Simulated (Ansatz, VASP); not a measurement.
## Two plane-wave programs on CdSe4

```
Cd Se
1.0
     3.90109    0.00000    0.00000
    -1.95054    3.37844    0.00000
     0.00000    0.00000    8.93022
Cd Se
1 4
Direct
  0.00000 0.00000 0.00000
  0.33333 0.66667 0.81287
  0.33333 0.66667 0.40940
  0.66667 0.33333 0.18713
  0.66667 0.33333 0.59060
```

Change from the starting cell: species swapped into the Co4H type (P-3m1, No. 164).

Alike in both runs: functional PBE; k mesh 6 × 6 × 2; occupations gaussian, width 0.1 eV; no spin polarisation.

Ansatz relaxed the structure, and its values are those at the end. VASP's run is a single point on that final structure, the one shown.

```csv
,VASP,Ansatz
version,VASP 6.6.1,Ansatz 0.2.0
potentials or method,"VASP PAW PBE potentials, release 64 (Cd, Se), cutoff 520 eV","scalar-relativistic, plane waves, PAW"
valence electrons in the cell,36,84
```

|  | VASP | Ansatz | Ansatz less VASP |
| --- | --- | --- | --- |
| gap on the k mesh at the Fermi level (eV) | none | none | - |
| pressure (GPa) | 0.2 | 0.0 | -0.16 |
| rms of the force components (eV/Å) | 0.009 | 0.010 | +0.0011 |

A gap of «none» marks a metal or a gap that the smearing closes. VASP's potentials hold 36 valence electrons a cell and Ansatz's 84, so a difference there can come from the potentials and not from the codes.
